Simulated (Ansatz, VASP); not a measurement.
# One calculation of HgH, two programs

```
Hg H
1.0
     3.70363    0.10414    0.05678
     0.16360    8.33755   -0.09867
    -1.79503   -0.10659    3.24250
Hg H
2 2
Direct
  0.87848 0.24928 0.86908
  0.37380 0.75027 0.37685
  0.19710 0.90426 0.55499
  0.55035 0.59619 0.19881
```

Alike in both runs: functional PBE; k mesh 8 × 4 × 8; occupations gaussian, width 0.02 eV; no spin polarisation.

Ansatz relaxed the structure, and its values are those at the end. VASP's run is a single point on that final structure, the one shown.

|  | VASP | Ansatz |
| --- | --- | --- |
| version | VASP 6.6.1 | Ansatz 0.2.0 |
| potentials or method | VASP PAW PBE potentials, release 64 (Hg, H), cutoff 520 eV | scalar-relativistic, plane waves, PAW |
| valence electrons in the cell | 26 | 42 |

Ansatz gave:

| Item | Value |
| --- | --- |
| gap on the k mesh at the Fermi level (eV) | 1.65 |
| least direct gap on the mesh (eV) | 2.09 |
| pressure (GPa) | 0.0 |
| rms of the force components (eV/Å) | 0.002 |

Task: What did VASP give for the same quantities?

Result: gap on the k mesh at the Fermi level (eV): 1.66; least direct gap on the mesh (eV): 2.11; pressure (GPa): 0.2; rms of the force components (eV/Å): 0.044.

With one functional, cell and mesh, what is left measures potentials, basis and numerics. VASP's potentials hold 26 valence electrons a cell and Ansatz's 42, so a difference there can come from the potentials and not from the codes.

Spin-orbit coupling is off throughout.
